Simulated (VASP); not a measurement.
An input for VASP 6.6.1 (W):

Contents of INCAR:

```
SYSTEM = W
ALGO = Normal
EDIFF = 1E-7
ENCUT = 520
GGA = PE
ISIF = 2
ISMEAR = 0
LASPH = .True.
LCHARG = .True.
LELF = .True.
LREAL = .False.
LVHAR = .True.
LWAVE = .False.
NBANDS = 28
NELM = 80
PREC = Accurate
SIGMA = 0.1
```

The input KPOINTS:

```
k-points
0
Gamma
  6 6 6
  0 0 0
```

Contents of POSCAR:

```
W
1.0
    3.9081578190     -2.2566195683      0.0736853881
    3.9081578190      2.2566195683      0.0736853881
   -0.0515387725      0.0000000000      2.7425067943
W
3
Direct
    0.6666650875      0.6666650875      0.6666686373
    0.3333349125      0.3333349125      0.3333313627
    0.0000000000      0.0000000000      0.0000000000
```

Potentials or basis: VASP PAW PBE potentials, release 64 (W_sv).

The run is started by

```sh
$ cat potpaw_PBE.64/W_sv/POTCAR > POTCAR
$ mpirun -np 1 vasp_std > vasp.out
```

Question: Does this run start?

Answer: The run stopped without a result. It printed:

OUTCAR:

```text
SYSTEM = W
   EDIFF = 1E-7
   ENCUT = 520
   GGA = PE
   ISIF = 2
   ISMEAR = 0
   LASPH = .True.
   LREAL = .False.
   NELM = 80
   PREC = Accurate
[... 42 lines left out ...]
|     E        R     R  R     R  O     O  R     R     ###     ###     ###     |
|     E        R     R  R     R  O     O  R     R     ###     ###     ###     |
|     EEEEE    RRRRRR   RRRRRR   O     O  RRRRRR       #       #       #      |
|     E        R   R    R   R    O     O  R   R                               |
|     E        R    R   R    R   O     O  R    R      ###     ###     ###     |
|     EEEEEEE  R     R  R     R  OOOOOOO  R     R     ###     ###     ###     |
|                                                                             |
|     PRICELV: current lattice and primitive lattice are incommensurate       |
|     within SYMPREC.                                                         |
|                                                                             |
|       ---->  I REFUSE TO CONTINUE WITH THIS SICK JOB ... BYE!!! <----       |
|                                                                             |
 -----------------------------------------------------------------------------
```

On the terminal:

```text
POSCAR found type information on POSCAR W
 POSCAR found :  1 types and       3 ions
[... 18 lines left out ...]

1
```
